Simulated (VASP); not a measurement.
A run of VASP 6.6.1 is set up as follows.

File INCAR:

```
PREC = Accurate ; ENCUT = 520
EDIFF = 1E-6 ; ISMEAR = 0
SIGMA = 0.1 ; LREAL = Auto
LASPH = True ; NELM = 80
ALGO = Fast ; ISIF = 2
LWAVE = False ; LCHARG = True
GGA = PS ; LELF = True
LVHAR = True ; NBANDS = 96
```

Contents of KPOINTS:

```
regular mesh
0
Gamma
  8 8 8
```

POSCAR

```
Si3Mo5
1.0
   -4.6628031057      4.6628031057      2.3506169303
    4.6628031057     -4.6628031057      2.3506169303
    4.6628031057      4.6628031057     -2.3506169303
Si Mo
6 10
Direct
    0.2500000000      0.2500000000      0.0000000000
    0.7500000000      0.7500000000      0.0000000000
    0.6680392722      0.1680392722      0.8360785443
    0.1680392722      0.3319607278      0.5000000000
    0.3319607278      0.8319607278      0.1639214557
    0.8319607278      0.6680392722      0.5000000000
    0.7500000000      0.2500000000      0.5000000000
    0.2500000000      0.7500000000      0.5000000000
    0.2238738606      0.0766603422      0.3005342028
    0.0766603422      0.7761261394      0.8527864815
    0.7761261394      0.9233396578      0.6994657972
    0.9233396578      0.2238738606      0.1472135185
    0.2761261394      0.5766603422      0.8527864815
    0.4233396578      0.2761261394      0.6994657972
    0.7238738606      0.4233396578      0.1472135185
    0.5766603422      0.7238738606      0.3005342028
```

Potentials or basis: VASP PAW PBE potentials, release 64 (Si, Mo_sv).

Command:

```console
$ cat potpaw_PBE.64/Si/POTCAR potpaw_PBE.64/Mo_sv/POTCAR > POTCAR
$ mpirun -np 1 vasp_std > vasp.out
```

Problem. Predict the pressure.

Solution. 30.4 GPa.

Problem. Predict the largest force.

Solution. 0.004 eV/Å.

Problem. What does it give for the band gap on the k mesh?

Solution. Zero (bands 82 and 83 overlap by 0.93 eV).

Forces on the atoms (eV/Å):
```
Si   0.000  0.000  0.000
Si   0.000  0.000  0.000
Si   0.000  0.000  0.000
Si   0.000  0.000  0.000
Si   0.000  0.000  0.000
Si   0.000  0.000  0.000
Mo   0.000  0.000  0.000
Mo   0.000  0.000  0.000
Mo   0.003  0.003  0.000
Mo  -0.003  0.003  0.000
Mo  -0.003 -0.003  0.000
Mo   0.003 -0.003  0.000
Mo   0.003 -0.003  0.000
Mo  -0.003 -0.003  0.000
Mo  -0.003  0.003  0.000
Mo   0.003  0.003  0.000
```

Caveat: the cell stands under pressure; the PAW data sets were made with another functional, which shifts forces and pressure a little.
